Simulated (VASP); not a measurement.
Here is a VASP 6.6.1 calculation.

The input INCAR:

```
PREC = Accurate
ENCUT = 500
EDIFF = 1E-6
ISMEAR = -1
SIGMA = 0.05
LREAL = False
LASPH = True
NELM = 120
ALGO = Normal
ISIF = 2
LWAVE = False
LCHARG = False
GGA = PS
NBANDS = 15
GGA_COMPAT = False
```

File KPOINTS:

```
Automatic mesh
0
Gamma
  7 7 7
```

File POSCAR:

```
KCl
1.0
    0.0000000000      2.6546088585      2.6546088585
    2.6546088585      0.0000000000      2.6546088585
    2.6546088585      2.6546088585      0.0000000000
K Cl
1 1
Direct
    0.0000000000      0.0000000000      0.0000000000
    0.5000000000      0.5000000000      0.5000000000
```

Potentials or basis: VASP PAW PBE potentials, release 64 (K_sv, Cl).

Command:

```console
$ cat potpaw_PBE.64/K_sv/POTCAR potpaw_PBE.64/Cl/POTCAR > POTCAR
$ mpirun -np 1 vasp_std > vasp.out
```

(1) Estimate the pressure.

(2) Predict the band gap on the k mesh.

Answers

(1) 30.6 GPa.

(2) 5.19 eV, indirect (least direct gap 5.40 eV).

Caveat: the PAW data sets were made with another functional, which shifts forces and pressure a little.
